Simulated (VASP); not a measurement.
Input of a VASP 6.6.1 run:

The input INCAR:

```
SYSTEM = PtAuC6N6
  ALGO = Normal
  EDIFF = 1E-6
  ENCUT = 520
  GGA = PE
  ISIF = 2
  ISMEAR = 0
  LASPH = .True.
  LCHARG = .False.
  LREAL = .False.
  LWAVE = .False.
  NBANDS = 50
  NELM = 100
  PREC = Accurate
  SIGMA = 0.1
```

The input KPOINTS:

```
k-points
0
Gamma
  4 4 4
  0 0 0
```

Contents of POSCAR:

```
PtAuC6N6
1.0
    0.0000000000      5.0945000000      5.0945000000
    5.0945000000      0.0000000000      5.0945000000
    5.0945000000      5.0945000000      0.0000000000
Pt C Au N
1 6 1 6
Direct
    0.0000000000      0.0000000000      0.0000000000
    0.8118559200      0.1881440800      0.1881440800
    0.1881440800      0.8118559200      0.1881440800
    0.1881440800      0.1881440800      0.8118559200
    0.1881440800      0.8118559200      0.8118559200
    0.8118559200      0.1881440800      0.8118559200
    0.8118559200      0.8118559200      0.1881440800
    0.5000000000      0.5000000000      0.5000000000
    0.6970262000      0.3029738000      0.3029738000
    0.3029738000      0.6970262000      0.3029738000
    0.3029738000      0.3029738000      0.6970262000
    0.3029738000      0.6970262000      0.6970262000
    0.6970262000      0.3029738000      0.6970262000
    0.6970262000      0.6970262000      0.3029738000
```

Potentials or basis: VASP PAW PBE potentials, release 64 (Pt, C, Au, N).

Launch:

```sh
$ cat potpaw_PBE.64/Pt/POTCAR potpaw_PBE.64/C/POTCAR potpaw_PBE.64/Au/POTCAR potpaw_PBE.64/N/POTCAR > POTCAR
$ mpirun -np 1 vasp_std > vasp.out
```

Question: Estimate the band gap on the k mesh.

Answer: Zero (an odd number of electrons rules out a gap without spin polarisation).

Question: What does it give for the largest force?

Answer: 4.182 eV/Å.

Question: Estimate the pressure.

Answer: 17.8 GPa.

Forces on the atoms (eV/Å):
```
Pt   0.000  0.000  0.000
C    2.976  0.000  0.000
C    0.000  2.976  0.000
C    0.000  0.000  2.976
C   -2.976  0.000  0.000
C    0.000 -2.976  0.000
C    0.000  0.000 -2.976
Au   0.000  0.000  0.000
N   -4.182  0.000  0.000
N    0.000 -4.182  0.000
N    0.000  0.000 -4.182
N    4.182  0.000  0.000
N    0.000  4.182  0.000
N    0.000  0.000  4.182
```

Caveat: the cell stands under pressure; spin-orbit coupling is left out, which moves the levels of the heavy elements; forces of over 1 eV/Å act on the atoms, so gaps and moduli don't describe the material at rest.
